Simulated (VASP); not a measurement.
Set up this calculation in VASP 6.6.1, as the native input.

* Task: single point
* Functional: PBE
* Potentials or basis: VASP PAW PBE potentials, release 64 (Cd, Sn_d, Se)
* Cutoff: 520 eV
* k mesh: 4 × 4 × 6
* Occupations: gaussian, width 0.1 eV
* Spin: no spin polarisation
* Dipole correction: no
* Further INCAR settings: ALGO = Normal; EDIFF = 1e-06; NBANDS = 27

The structure of CdSnSe2 lies in POSCAR:

```
CdSnSe2
1.0
    5.6202022140      0.0000000000      0.0000000000
    0.0000000000      5.6202022140      0.0000000000
    0.0000000000      0.0000000000      3.1502367656
Cd Sn Se
1 1 2
Direct
    0.5000000000      0.5000000000      0.5000000000
    0.0000000000      0.0000000000      0.0000000000
    0.5000000000      0.0000000000      0.0000000000
    0.0000000000      0.5000000000      0.0000000000
```

One way to write it, as run:

INCAR

```
SYSTEM = CdSnSe2
PREC = Accurate ; ENCUT = 520
EDIFF = 1E-6 ; ISMEAR = 0
SIGMA = 0.1 ; LREAL = .False.
LASPH = .True. ; NELM = 100
ALGO = Normal ; ISIF = 2
LWAVE = .False. ; LCHARG = .False.
GGA = PE ; NBANDS = 27
```

KPOINTS

```
Automatic mesh
0
Gamma
  4 4 6
  0 0 0
```

Potentials or basis: VASP PAW PBE potentials, release 64 (Cd, Sn_d, Se).

Run with:

```bash
$ cat potpaw_PBE.64/Cd/POTCAR potpaw_PBE.64/Sn_d/POTCAR potpaw_PBE.64/Se/POTCAR > POTCAR
$ mpirun -np 1 vasp_std > vasp.out
```

It gave:

The pressure is 0.1 GPa. The band gap on the k mesh is zero (band 19 reaches 5.68 eV, above the bottom of band 20 at 3.32 eV).

Caveat: spin-orbit coupling is left out, which moves the levels of the heavy elements.

It took 34 s on 1 thread of AMD EPYC 7R13 Processor (Zen 3), with other jobs on the host, peak memory 0.2 GiB.
